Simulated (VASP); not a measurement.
Set up this calculation in VASP 6.6.1, as the native input.

| Property | Result |
| --- | --- |
| Task | relaxation of cell and atoms |
| Functional | revPBE |
| Dispersion | D3(BJ) |
| Potentials or basis | VASP PAW PBE potentials, release 64 (In_d, As) |
| Cutoff | 600 eV |
| k mesh | 4 × 4 × 4 |
| Occupations | fermi-dirac, width 0.01 eV |
| Spin | no spin polarisation |
| Dipole correction | no |
| Further INCAR settings | ALGO = Normal; EDIFF = 1e-06; IBRION = 2; EDIFFG = -0.01; NSW = 80; ISIF = 3 |

The structure of In3As lies in POSCAR:

```
In3As
1.0
    4.6716810000      0.0000000000      0.0000000000
    0.0000000000      4.6716810000      0.0000000000
    0.0000000000      0.0000000000      4.6716810000
In As
3 1
Direct
    0.0000000000      0.5000000000      0.5000000000
    0.5000000000      0.0000000000      0.5000000000
    0.5000000000      0.5000000000      0.0000000000
    0.0000000000      0.0000000000      0.0000000000
```

These files were run (other wordings do the same):

INCAR

```
SYSTEM = In3As
PREC = Accurate
ENCUT = 600
EDIFF = 1E-6
ISMEAR = -1
SIGMA = 0.01
LREAL = .FALSE.
LASPH = .TRUE.
NELM = 80
ALGO = Normal
ISIF = 3
LWAVE = .FALSE.
LCHARG = .FALSE.
GGA = RE
IVDW = 12
IBRION = 2
NSW = 80
EDIFFG = -0.01
```

KPOINTS

```
regular mesh
0
G
  4 4 4
  0 0 0
```

Potentials or basis: VASP PAW PBE potentials, release 64 (In_d, As).

Command:

```bash
$ cat potpaw_PBE.64/In_d/POTCAR potpaw_PBE.64/As/POTCAR > POTCAR
$ mpirun -np 1 vasp_std > vasp.out
```

Results of the run:

The relaxed volume is 23.83 Å³/atom, the relaxed cell is a = 4.568 Å, b = 4.568 Å, c = 4.568 Å, α = 90.00°, β = 90.00°, γ = 90.00° and the space group after relaxing (to 0.1 Å) is Pm-3m (No. 221). The energy gained by relaxing is 16.8 meV/atom and the ionic steps are 3. The pressure after relaxing is 0.0 GPa. The band gap on the k mesh is zero (bands 22 and 23 overlap by 4.25 eV) and the dispersion energy per atom is -0.687 eV.

Caveat: the PAW data sets were made with another functional, which shifts forces and pressure a little; spin-orbit coupling is left out, which moves the levels of the heavy elements.

Wall time 2.1 min on 1 thread of Intel Xeon 8259CL (shared host), peak memory 0.27 GiB.
